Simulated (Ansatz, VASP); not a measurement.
# Two plane-wave programs on SnBi2O5

```xyz
8
Lattice="9.0917 0.0000 0.0000 0.0000 2.9281 4.4458 0.0000 -2.9281 4.4458" Properties=species:S:1:pos:R:3 pbc="T T T"
Sn    0.0000    0.0000    3.0884
Bi    1.9325    0.0000    6.1333
Bi    7.1593    0.0000    6.1333
O     1.4880    1.3774    2.9641
O     7.6037   -1.3774    2.9641
O     1.4880   -1.3774    2.9641
O     7.6037    1.3774    2.9641
O     0.0000    0.0000    5.1544
```

Alike in both runs: functional PBE; k mesh 4 × 6 × 6; occupations gaussian, width 0.02 eV; no spin polarisation.

Ansatz relaxed the structure, and its values are those at the end. VASP's run is a single point on that final structure, the one shown.

```csv
,VASP,Ansatz
version,VASP 6.6.1,Ansatz 0.2.0
potentials or method,"VASP PAW PBE potentials, release 64 (Sn_d, Bi_d, O), cutoff 520 eV","scalar-relativistic, plane waves, PAW"
valence electrons in the cell,74,74
```

|  | VASP | Ansatz | Ansatz less VASP |
| --- | --- | --- | --- |
| gap on the k mesh at the Fermi level (eV) | 2.08 | 2.09 | +0.014 |
| least direct gap on the mesh (eV) | 2.08 | 2.09 | +0.014 |
| pressure (GPa) | 0.2 | 0.0 | -0.17 |
| rms of the force components (eV/Å) | 0.031 | 0.001 | -0.0297 |

Ansatz's warnings: xc potential rough in thin density.

Spin-orbit coupling is off throughout.
